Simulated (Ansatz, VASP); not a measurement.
# Al3Ni5: VASP beside Ansatz

The input INCAR:

```
SYSTEM = Al3Ni5
PREC = Accurate ; ENCUT = 520
EDIFF = 1E-7 ; ISMEAR = 0
SIGMA = 0.15 ; LREAL = .FALSE.
LASPH = .TRUE. ; NELM = 100
ALGO = Fast ; ISIF = 2
LWAVE = .FALSE. ; LCHARG = .FALSE.
GGA = PS ; NBANDS = 40
```

The input KPOINTS:

```
regular mesh
0
G
  8 8 10
  0 0 0
```

File POSCAR:

```
Al3Ni5
1.0
    3.2933322760     -3.6919375971      0.0000000000
    3.2933322760      3.6919375971      0.0000000000
    0.0000000000      0.0000000000      3.7203545651
Al Ni
3 5
Direct
    0.4887186609      0.5112813391      0.0000000000
    0.7796888787      0.2203111213      0.5000000000
    0.2203111213      0.7796888787      0.5000000000
    0.0000000000      0.0000000000      0.0000000000
    0.0000000000      0.5000000000      0.0000000000
    0.5000000000      0.0000000000      0.0000000000
    0.2762373066      0.2762373066      0.5000000000
    0.7237626934      0.7237626934      0.5000000000
```

Input for Ansatz:

```yaml
crystal:
  lattice:
    - [3.293332276, -3.6919375971, 0.0]
    - [3.293332276, 3.6919375971, 0.0]
    - [0.0, 0.0, 3.7203545651]
  atoms:
    - { symbol: Al, position: [0.4887186609, 0.5112813391, 0.0] }
    - { symbol: Al, position: [0.7796888787, 0.2203111213, 0.5] }
    - { symbol: Al, position: [0.2203111213, 0.7796888787, 0.5] }
    - { symbol: Ni, position: [0.0, 0.0, 0.0] }
    - { symbol: Ni, position: [0.0, 0.5, 0.0] }
    - { symbol: Ni, position: [0.5, 0.0, 0.0] }
    - { symbol: Ni, position: [0.2762373066, 0.2762373066, 0.5] }
    - { symbol: Ni, position: [0.7237626934, 0.7237626934, 0.5] }
basis:
  ecutwfc: 420
kpoints:
  mp_grid: { grid: [8, 8, 10] }
hamiltonian:
  xc: pbesol
scf:
  occupations: { method: gaussian, width: 0.15 }
output:
  forces: true
  stress: true
  eigenvalues: true
```

Alike in both runs: task single point; functional PBEsol; k mesh 8 × 8 × 10; occupations gaussian, width 0.15 eV; no spin polarisation.

|  | VASP | Ansatz |
| --- | --- | --- |
| version | VASP 6.6.1 | Ansatz 0.2.0 |
| potentials or method | VASP PAW PBE potentials, release 64 (Al, Ni), cutoff 520 eV | scalar-relativistic, plane waves, PAW |
| valence electrons in the cell | 59 | 99 |

|  | VASP | Ansatz | Ansatz less VASP |
| --- | --- | --- | --- |
| gap on the k mesh at the Fermi level (eV) | none | none | - |
| pressure (GPa) | 0.4 | 0.2 | -0.20 |
| traceless stress, the component that is largest in VASP (GPa) | -0.22 | -0.08 | +0.144 |
| rms of the force components (eV/Å) | 0.173 | 0.172 | -0.0013 |

VASP's potentials were made for PBE, not for PBEsol. Atom by atom the forces differ by 0.003 eV/Å (rms over components). A gap of «none» marks a metal or a gap that the smearing closes. VASP's potentials hold 59 valence electrons a cell and Ansatz's 99, so a difference there can come from the potentials and not from the codes.
